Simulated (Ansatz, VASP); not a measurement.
## Ta4C3 in VASP and in Ansatz

```
Ta C
1.0
     4.40260    0.00000    0.00000
     0.00000    4.40260    0.00000
     0.00000    0.00000    4.40260
Ta C
4 3
Direct
  0.00000 0.50000 0.50000
  0.50000 0.00000 0.50000
  0.50000 0.50000 0.00000
  0.93186 0.00000 0.00000
  0.50000 0.00000 0.00000
  0.00000 0.50000 0.00000
  0.00000 0.00000 0.50000
```

Alike in both runs: task single point; functional PBEsol; k mesh 10 × 10 × 10; occupations gaussian, width 0.15 eV; no spin polarisation.

```csv
,VASP,Ansatz
version,VASP 6.6.1,Ansatz 0.2.0
potentials or method,"VASP PAW PBE potentials, release 64 (Ta_pv, C), cutoff 520 eV","scalar-relativistic, plane waves, PAW"
valence electrons in the cell,56,64
```

|  | VASP | Ansatz | Ansatz less VASP |
| --- | --- | --- | --- |
| gap on the k mesh at the Fermi level (eV) | none | none | - |
| pressure (GPa) | 6.7 | 5.9 | -0.77 |
| traceless stress, the component that is largest in VASP (GPa) | 9.58 | 9.43 | -0.144 |
| rms of the force components (eV/Å) | 1.804 | 1.783 | -0.0214 |

VASP's potentials were made for PBE, not for PBEsol. Atom by atom the forces differ by 0.024 eV/Å (rms over components). A gap of «none» marks a metal or a gap that the smearing closes. With one functional, cell and mesh, what is left measures potentials, basis and numerics. VASP's potentials hold 56 valence electrons a cell and Ansatz's 64, so a difference there can come from the potentials and not from the codes.

Neither program's run includes spin-orbit coupling.
